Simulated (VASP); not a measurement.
**W3S: single point with PBE**

The system is W3S, a slab with vacuum.

```
W S
1.0
     2.85472    0.00000    0.00000
    -1.42736    2.47226    0.00000
     0.00000    0.00000   20.19734
W S
3 1
Direct
  0.66667 0.33333 0.19805
  0.33333 0.66667 0.31434
  0.00000 0.00000 0.43062
  0.16667 0.66667 0.52191
```

```yaml
Program: VASP 6.6.1
Task: single point
Functional: PBE
Potentials_or_basis: VASP PAW PBE potentials, release 64 (W_sv, S)
Cutoff: 520 eV
k_mesh: 9 × 9 × 1
Occupations: gaussian, width 0.1 eV
Spin: no spin polarisation
```

```
Largest force          : 2.387 eV/Å
Band gap on the k mesh : zero (band 24 reaches 2.33 eV, above the bottom of band 25 at 1.69 eV)
```

Forces in eV/Å, atoms in the order of the input:
```
W   -0.010  0.033 -0.209
W   -0.221  0.092  0.018
W   -2.032  0.633  0.187
S    2.263 -0.758  0.004
```

Levels at points of the mesh, in eV from the Fermi level:
```
           k point  band 21  band 22  band 23  band 24  band 25  band 26  band 27  band 28
(0.00, 0.00, 0.00)    -0.94    -0.49    -0.45    -0.12    -0.04     0.15     0.36     1.96
```

Wall time 7.5 min on 1 thread of Intel Xeon 8259CL, on a shared host, peak memory 0.36 GiB.

Caveat: spin-orbit coupling is left out, which moves the levels of the heavy elements.
